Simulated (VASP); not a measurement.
Here is a VASP 6.6.1 calculation.

Contents of INCAR:

```
ALGO = Normal ; EDIFF = 1E-6
ENCUT = 520 ; GGA = PS
ISIF = 2 ; ISMEAR = 0
LASPH = T ; LCHARG = F
LREAL = F ; LWAVE = F
NBANDS = 24 ; NELM = 60
PREC = Accurate ; SIGMA = 0.05
```

Contents of KPOINTS:

```
k-points
0
Gamma
  6 6 6
```

Contents of POSCAR:

```
KMgF3
1.0
    4.1453360000      0.0000000000      0.0000000000
    0.0000000000      4.1453360000      0.0000000000
    0.0000000000      0.0000000000      3.9859000000
K Mg F
1 1 3
Direct
    0.5000000000      0.5000000000      0.5000000000
    0.0000000000      0.0000000000      0.0000000000
    0.5000000000      0.0000000000      0.0000000000
    0.0000000000      0.5000000000      0.0000000000
    0.0000000000      0.0000000000      0.5000000000
```

Potentials or basis: VASP PAW PBE potentials, release 64 (K_sv, Mg, F).

The run is started by

```sh
$ cat potpaw_PBE.64/K_sv/POTCAR potpaw_PBE.64/Mg/POTCAR potpaw_PBE.64/F/POTCAR > POTCAR
$ mpirun -np 1 vasp_std > vasp.out
```

Question: Estimate the band gap on the k mesh.

Answer: 6.56 eV, indirect (least direct gap 6.88 eV).

Question: What does it give for the pressure?

Answer: -4.8 GPa.

Stress tensor (GPa, compression positive):
```
-5.77  0.00  0.00
 0.00 -5.77  0.00
 0.00  0.00 -2.86
```

Caveat: the cell differs from its parent crystal (strain +0.040 along x and y, +0.000 along z); the PAW data sets were made with another functional, which shifts forces and pressure a little. A k mesh can miss the band edges.
